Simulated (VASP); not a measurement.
Input of a VASP 6.6.1 run:

Contents of POSCAR:

```
ZnSe
1.0
    0.0000000000      2.8386493268      2.8386493268
    2.8386493268      0.0000000000      2.8386493268
    2.8386493268      2.8386493268      0.0000000000
Zn Se
1 1
Direct
    0.0000000000      0.0000000000      0.0000000000
    0.7500000000      0.7500000000      0.7500000000
```

Contents of INCAR.step1:

```
SYSTEM = ZnSe
ALGO     = Normal         ! electronic algorithm
EDIFF    = 1E-4           ! SCF threshold, eV
ENCUT    = 520            ! plane-wave cutoff, eV
GGA      = PE             ! functional
ISMEAR   = 0              ! smearing method
LASPH    = .TRUE.         ! aspherical terms in the spheres
LCHARG   = .FALSE.        ! write CHGCAR
LREAL    = .FALSE.        ! projectors in reciprocal space
LWAVE    = .TRUE.         ! write WAVECAR
NBANDS   = 16             ! bands
NELM     = 80             ! most SCF steps
PREC     = Accurate       ! precision mode
SIGMA    = 0.05           ! smearing width, eV
```

Contents of INCAR.step2:

```
SYSTEM = ZnSe
ALGO     = Normal         ! electronic algorithm
BPARAM   = 11.95        
CPARAM   = 0.0093       
EDIFF    = 1E-6           ! SCF threshold, eV
ENCUT    = 520            ! plane-wave cutoff, eV
ISIF     = 2              ! what is computed and relaxed
ISMEAR   = 0              ! smearing method
ISTART   = 1            
IVDW_NL  = 2            
LASPH    = .TRUE.         ! aspherical terms in the spheres
LCHARG   = .FALSE.        ! write CHGCAR
LMIXTAU  = .TRUE.       
LREAL    = .FALSE.        ! projectors in reciprocal space
LUSE_VDW = .TRUE.       
LWAVE    = .FALSE.        ! write WAVECAR
METAGGA  = R2SCAN         ! meta-GGA
NBANDS   = 16             ! bands
NELM     = 80             ! most SCF steps
PREC     = Accurate       ! precision mode
SIGMA    = 0.05           ! smearing width, eV
```

File KPOINTS:

```
k-points
0
G
  8 8 8
  0 0 0
```

Potentials or basis: VASP PAW PBE potentials, release 64 (Zn, Se).

The run is started by

```bash
$ cat potpaw_PBE.64/Zn/POTCAR potpaw_PBE.64/Se/POTCAR > POTCAR
$ cp INCAR.step1 INCAR
$ mpirun -np 1 vasp_std > vasp.out
$ cp INCAR.step2 INCAR
$ mpirun -np 1 vasp_std > vasp.out
```

(1) Estimate the pressure.

(2) Estimate the band gap on the k mesh.

Answers

(1) -1.0 GPa.

(2) 1.80 eV, direct.

Caveat: the PAW data sets were made with another functional, which shifts forces and pressure a little.
